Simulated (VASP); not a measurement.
# Ca (P6_3/mmc) in VASP: further runs

Runs on Ca. Level: PBE. Tasks: single point.

Program: VASP 6.6.1. These are calculated values, not measurements. Logs are shortened: lines on timing, memory, paths and dates and some standing lists are left out, and cuts for length are marked.

## Step 1: The cell of the first run

The structure is hexagonal, space group P6_3/mmc (No. 194). The conventional cell has a = 3.591 Å, b = 3.591 Å, c = 5.965 Å, α = 90.00°, β = 90.00°, γ = 120.00°. Within 4.7 Å of Ca (site symmetry -6m2) lie 12 Ca at 3.59 to 3.63 Å.

This isn't the form of Ca at room conditions, which is fcc.

## Step 2: Single point, PBE

INCAR reads:

```
SYSTEM = Ca
PREC = Accurate ; ENCUT = 520
EDIFF = 1E-6 ; ISMEAR = -1
SIGMA = 0.08 ; LREAL = .FALSE.
LASPH = .TRUE. ; NELM = 80
ALGO = Normal ; ISIF = 2
LWAVE = .FALSE. ; LCHARG = .FALSE.
GGA = PE ; NBANDS = 17
```

KPOINTS reads:

```
regular mesh
0
G
  12 12 7
  0 0 0
```

POSCAR reads:

```
Ca
1.0
    3.5906932829      0.0000000000      0.0000000000
   -1.7953466415      3.1096316002      0.0000000000
    0.0000000000      0.0000000000      5.9654485179
Ca
2
Direct
    0.3333333333      0.6666666667      0.2500000000
    0.6666666667      0.3333333333      0.7500000000
```

Potentials or basis: VASP PAW PBE potentials, release 64 (Ca_sv).

Launch:

```console
> cat potpaw_PBE.64/Ca_sv/POTCAR > POTCAR
> mpirun -np 1 vasp_std > vasp.out
```

OUTCAR:

```text
SYSTEM = Ca
   PREC = Accurate
   ENCUT = 520
   EDIFF = 1E-6
   ISMEAR = -1
   LREAL = .FALSE.
   LASPH = .TRUE.
   NELM = 80
   ISIF = 2
   GGA = PE

 ion  position               nearest neighbor table
   1  0.333  0.667  0.250-
   2  0.667  0.333  0.750-

  LATTYP: Found a hexagonal cell.
 ALAT       =     3.5906932829
 C/A-ratio  =     1.6613639896

  Lattice vectors:

 A1 = (   3.5906932829,   0.0000000000,   0.0000000000)
 A2 = (  -1.7953466415,   3.1096316002,   0.0000000000)
 A3 = (   0.0000000000,   0.0000000000,   5.9654485179)

Analysis of symmetry for initial positions (statically):
=====================================================================
 Subroutine PRICEL returns:
 Original cell was already a primitive cell.

 Routine SETGRP: Setting up the symmetry group for a
 hexagonal supercell.

 Subroutine GETGRP returns: Found 24 space group operations
 (whereof 12 operations were pure point group operations)
 out of a pool of 24 trial point group operations.

The static configuration has the point symmetry D_3d.
 The point group associated with its full space group is D_6h.

Analysis of symmetry for dynamics (positions and initial velocities):
=====================================================================
 Subroutine PRICEL returns:
 Original cell was already a primitive cell.

 Routine SETGRP: Setting up the symmetry group for a
 hexagonal supercell.

 Subroutine GETGRP returns: Found 24 space group operations
 (whereof 12 operations were pure point group operations)
 out of a pool of 24 trial point group operations.

The dynamic configuration has the point symmetry D_3d.
 The point group associated with its full space group is D_6h.

 Subroutine INISYM returns: Found 24 space group operations
 (whereof 12 operations are pure point group operations),
 and found     1 'primitive' translations

----------------------------------------------------------------------------------------

                                     Primitive cell

  volume of cell :      66.6086

  direct lattice vectors                    reciprocal lattice vectors
     3.590693283  0.000000000  0.000000000     0.278497750  0.160790751  0.000000000
    -1.795346641  3.109631600  0.000000000     0.000000000  0.321581502  0.000000000
     0.000000000  0.000000000  5.965448518     0.000000000  0.000000000  0.167631989

  length of vectors
     3.590693283  3.590693283  5.965448518     0.321581502  0.321581502  0.167631989

  position of ions in fractional coordinates (direct lattice)
     0.333333333  0.666666667  0.250000000
     0.666666667  0.333333333  0.750000000

  ion indices of the primitive-cell ions
   primitive index   ion index
                 1           1
                 2           2

----------------------------------------------------------------------------------------

 KPOINTS: regular mesh

Automatic generation of k-mesh.
 Grid dimensions read from file:
 generate k-points for:   12   12    7

 Generating k-lattice:

  Cartesian coordinates                     Fractional coordinates (reciprocal lattice)
     0.023208146  0.013399229  0.000000000     0.083333333  0.000000000  0.000000000
     0.000000000  0.026798458  0.000000000     0.000000000  0.083333333  0.000000000
     0.000000000  0.000000000  0.023947427     0.000000000  0.000000000  0.142857143

  Length of vectors
     0.026798458  0.026798458  0.023947427

  Shift w.r.t. Gamma in fractional coordinates (k-lattice)
     0.000000000  0.000000000  0.000000000

 Subroutine IBZKPT returns following result:
 ===========================================

 Found     76 irreducible k-points:

 Following reciprocal coordinates:
            Coordinates               Weight
  0.000000  0.000000  0.000000      1.000000
  0.083333  0.000000  0.000000      6.000000
  0.166667  0.000000  0.000000      6.000000
  0.250000  0.000000  0.000000      6.000000
  0.333333 -0.000000  0.000000      6.000000
  0.416667  0.000000  0.000000      6.000000
[... 16 lines left out ...]
  0.250000  0.000000  0.142857     12.000000
  0.333333 -0.000000  0.142857     12.000000
 [... further k-points ...]
   k-points           NKPTS =     76   k-points in BZ     NKDIM =     76   number of bands    NBANDS=     17
   number of dos      NEDOS =    301   number of ions     NIONS =      2
   total plane-waves  NPLWV =  37632
   dimension x,y,z NGX =    28 NGY =   28 NGZ =   48
   dimension x,y,z NGXF=    56 NGYF=   56 NGZF=   96
   ions per type =               2
   NGX,Y,Z   is equivalent  to a cutoff of  12.96, 12.96, 13.38 a.u.
   NGXF,Y,Z  is equivalent  to a cutoff of  25.93, 25.93, 26.75 a.u.
 SYSTEM =  Ca
   PREC   = accura    normal or accurate (medium, high low for compatibility)
   ISTART =      0    job   : 0-new  1-cont  2-samecut
   ICHARG =      2    charge: 1-file 2-atom 10-const
   ISPIN  =      1    spin polarized calculation?
   LNONCOLLINEAR =      F non collinear calculations
   LSORBIT =      F    spin-orbit coupling
   LASPH  =      T    aspherical Exc in radial PAW
   ENCUT  =  520.0 eV  38.22 Ry    6.18 a.u.   6.68  6.68 11.09*2*pi/ulx,y,z
   NELM   =     80;   NELMIN=  2; NELMDL= -5     # of ELM steps
   EDIFF  = 0.1E-05   stopping-criterion for ELM
   LREAL  =      F    real-space projection
   EDIFFG = 0.1E-04   stopping-criterion for IOM
   NSW    =      0    number of steps for IOM
   IBRION =     -1    ionic relax: 0-MD 1-quasi-New 2-CG
   NFREE  =      0    steps in history (QN), initial steepest desc. (CG)
   ISIF   =      2    stress and relaxation
   ISYM   =      2    0-nonsym 1-usesym 2-fastsym
   POTIM  = 0.5000    time-step for ionic-motion
   TEBEG  =    0.0;   TEEND  =   0.0 temperature during run
   PSTRESS=    0.0 pullay stress
   NELECT =      20.0000    total number of electrons
   NUPDOWN=      -1.0000    fix difference up-down
   EMIN   =  10.00;   EMAX   =-10.00  energy-range for DOS
   EFERMI =   0.00;   METHOD = LEGACY
   ISMEAR =    -1;   SIGMA  =   0.08  broadening in eV -4-tet -1-fermi 0-gaus
   EFERMI_NEDOS =   21; number of points for ismear=-14 and -15
   IALGO  =     38    algorithm
   IMIX   =      4    mixing-type and parameters
     AMIX     =   0.40;   BMIX     =  1.00
     AMIX_MAG =   1.60;   BMIX_MAG =  1.00
  volume/ion in A,a.u.               =      33.30       224.75
  Fermi-wavevector in a.u.,A,eV,Ry     =   1.096246  2.071605 16.350875  1.201755
  Thomas-Fermi vector in A             =   2.232585
   LORBIT       =      0    0 simple, 1 ext, 2 COOP (PROOUT), +10 PAW based schemes
   GGA     = PE    functional components
   LHFCALC =     F    Hartree Fock is set to
   AEXX    =    0.0000 exact exchange contribution
   IVDW    =     0    specifies the selected vdW correction
   LEPSILON=     F    determine dielectric tensor
   LRPA    =     F    only Hartree local field effects (RPA)
 non-spin polarized calculation
  energy-cutoff  :      520.00
  volume of cell :       66.61
 maximum number of plane-waves:      1822
 NGX is ok and might be reduce to    28
   NGX = 13   NGY = 13   NGZ = 23

 number of electron      19.9999999 magnetization

 Free energy of the ion-electron system (eV)
  ---------------------------------------------------
  ext. energy  EPLUGINS =         0.00000000
  ---------------------------------------------------
  free energy    TOTEN  =        -3.57749130 eV

  energy without entropy =       -3.52735314  energy(sigma->0) =       -3.55242222

 E-fermi :   3.0298     XC(G=0):  -8.5045

 val. band max:        3.0250337354   @ k =   0.5000   0.0000   0.0000
 cond. band min:       3.0328082456   @ k =   0.2500   0.1667   0.0000
 fundamental gap:      0.0077745102
 Fermi energy:         3.0297757744

 k-point     1 :       0.0000    0.0000    0.0000
  band No.  band energies     occupation
      1     -38.4816      2.00000
      2     -38.4441      2.00000
      3     -19.6421      2.00000
      4     -19.3846      2.00000
      5     -19.3846      2.00000
      6     -19.3466      2.00000
[... 9 lines left out ...]
     16       6.0196      0.00000
     17       6.5943      0.00000

 k-point     2 :       0.0833    0.0000    0.0000
  band No.  band energies     occupation
      1     -38.4791      2.00000
      2     -38.4428      2.00000
      3     -19.6348      2.00000
      4     -19.4020      2.00000
      5     -19.3899      2.00000
      6     -19.3646      2.00000
[... 9 lines left out ...]
     16       6.1215      0.00000
     17       6.4384      0.00000

 k-point     3 :       0.1667    0.0000    0.0000
  band No.  band energies     occupation
      1     -38.4722      2.00000
      2     -38.4392      2.00000
      3     -19.6141      2.00000
      4     -19.4497      2.00000
      5     -19.4128      2.00000
      6     -19.4039      2.00000
[... 9 lines left out ...]
     16       6.0406      0.00000
     17       6.2501      0.00000

 k-point     4 :       0.2500    0.0000    0.0000
  band No.  band energies     occupation
      1     -38.4625      2.00000
      2     -38.4346      2.00000
      3     -19.5832      2.00000
      4     -19.5154      2.00000
      5     -19.4766      2.00000
      6     -19.4225      2.00000
[... 9 lines left out ...]
     16       6.3974      0.00000
     17       6.5297      0.00000
[... 343 lines left out ...]
      1     -38.4706      2.00000
      2     -38.4409      2.00000
      3     -19.6032      2.00000
      4     -19.4460      2.00000
      5     -19.4199      2.00000
      6     -19.4017      2.00000
[... 9 lines left out ...]
     16       6.2475      0.00000
     17       6.4159      0.00000

 k-point    23 :       0.2500    0.0000    0.1429
  band No.  band energies     occupation
      1     -38.4611      2.00000
      2     -38.4360      2.00000
      3     -19.5816      2.00000
      4     -19.5059      2.00000
      5     -19.4823      2.00000
      6     -19.4199      2.00000
[... 9 lines left out ...]
     16       6.5354      0.00000
     17       6.5462      0.00000

 k-point    24 :       0.3333   -0.0000    0.1429
  band No.  band energies     occupation
      1     -38.4510      2.00000
      2     -38.4317      2.00000
      3     -19.5951      2.00000
      4     -19.5501      2.00000
      5     -19.5189      2.00000
      6     -19.4377      2.00000
[... 9 lines left out ...]
     16       6.9216      0.00000
     17       7.1322      0.00000

 [... further k-points ...]

------------------------ aborting loop because EDIFF is reached ----------------------------------------

  FORCE on cell =-STRESS in cart. coord.  units (eV):
  Direction    XX          YY          ZZ          XY          YZ          ZX
  --------------------------------------------------------------------------------------
  -------------------------------------------------------------------------------------
  Total        2.5521933      2.5521933      2.5453024     -0.0000000      0.0000000      0.0000000
  in kB       61.3894585     61.3894585     61.2237052     -0.0000000      0.0000000      0.0000000
  external PRESSURE =      61.3342074 kB  Pullay stress =       0.0000000 kB

 VOLUME and BASIS-vectors are now :
 -----------------------------------------------------------------------------
  energy-cutoff  :      520.00
  volume of cell :       66.61
      direct lattice vectors                 reciprocal lattice vectors
     3.590693283  0.000000000  0.000000000     0.278497750  0.160790751  0.000000000
    -1.795346641  3.109631600  0.000000000     0.000000000  0.321581502  0.000000000
     0.000000000  0.000000000  5.965448518     0.000000000  0.000000000  0.167631989

 POSITION                                       TOTAL-FORCE (eV/Angst)
 -----------------------------------------------------------------------------------
     -0.00000      2.07309      1.49136         0.000000      0.000000      0.000000
      1.79535      1.03654      4.47409        -0.000000     -0.000000      0.000000
 -----------------------------------------------------------------------------------
    total drift:                               -0.000000      0.000000     -0.000000

  FREE ENERGIE OF THE ION-ELECTRON SYSTEM (eV)
  ---------------------------------------------------
  free  energy   TOTEN  =        -3.5774913001 eV

  energy  without entropy=       -3.5273531441  energy(sigma->0) =       -3.55242222
```

It took 37 s on 1 thread of Intel Xeon 6975P-C (Granite Rapids), shared host; peak memory 0.22 GiB.

Results:

```yaml
Free_energy: -3.5775 eV
Pressure: 6.1 GPa
Band_gap_on_the_k_mesh: zero (bands 10 and 11 overlap by 0.32 eV)
```

Caveat: the cell stands under pressure.

## Step 3: Single point, PBE

INCAR reads:

```
ALGO = Normal ; EDIFF = 1E-6
ENCUT = 520 ; GGA = PE
ISIF = 2 ; ISMEAR = -1
LASPH = True ; LCHARG = False
LREAL = False ; LWAVE = False
NBANDS = 17 ; NELM = 60
PREC = Accurate ; SIGMA = 0.08
```

KPOINTS reads:

```
k-points
0
Gamma
  12 12 7
```

POSCAR is that of step 2.

Potentials or basis: VASP PAW PBE potentials, release 64 (Ca_sv).

Launch:

```console
> cat potpaw_PBE.64/Ca_sv/POTCAR > POTCAR
> mpirun -np 1 vasp_std > vasp.out
```

Run time: 37 s. Hardware: 1 thread of Intel Xeon 6975P-C (Granite Rapids), shared host; peak memory 0.22 GiB.

The run converged. Its results:

```yaml
Free_energy: -3.5775 eV
Pressure: 6.1 GPa
Band_gap_on_the_k_mesh: zero (bands 10 and 11 overlap by 0.32 eV)
```

Levels at points of the mesh, in eV from the Fermi level:
```tsv
k point	band 6	band 7	band 8	band 9	band 10	band 11	band 12	band 13	band 14	band 15
(0.00, 0.00, 0.00)	-22.38	-22.38	-22.36	-4.46	-1.19	-0.01	2.50	2.60	2.60	2.99
(0.50, 0.00, 0.00)	-22.49	-22.43	-22.42	-1.11	-0.61	0.00	0.30	1.60	2.25	2.53
```

Caveat: the cell stands under pressure.
